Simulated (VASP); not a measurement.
The system is NiSb.

```
CELL_PARAMETERS angstrom
3.92800 0.00000 0.00000
-1.96400 3.40175 0.00000
0.00000 0.00000 5.12000
ATOMIC_POSITIONS crystal
Ni 0.00000 0.00000 0.00000
Ni 0.00000 0.00000 0.50000
Sb 0.33333 0.66667 0.25000
Sb 0.66667 0.33333 0.75000
```

Base run:

```yaml
Program: VASP 6.6.1
Functional: PBE
Potentials_or_basis: VASP PAW PBE potentials, release 64 (Ni, Sb)
Cutoff: 520 eV
k_mesh: 10 × 10 × 7
Occupations: fermi-dirac, width 0.05 eV
Spin: collinear spin, ferromagnetic start
Starting_moments: "[0.75, 0.75, 0.0, 0.0] μB"
Fixed_moment: 1.5 μB
```

Its results: pressure 6.0 GPa; site moments Ni +0.49; Sb +0.13 μB.

Q: The run is repeated on the same cell with these changes: fixed moment from 1.5 μB to 1 μB; moments at the start from [0.75, 0.75, 0.0, 0.0] to [0.5, 0.5, 0.0, 0.0]. What comes out?

A: Pressure 4.8 GPa; site moments Ni +0.34; Sb +0.08 μB.

Caveats: the cell stands under pressure; the total moment is fixed, so each spin has its own Fermi level and the state may be an excited one.
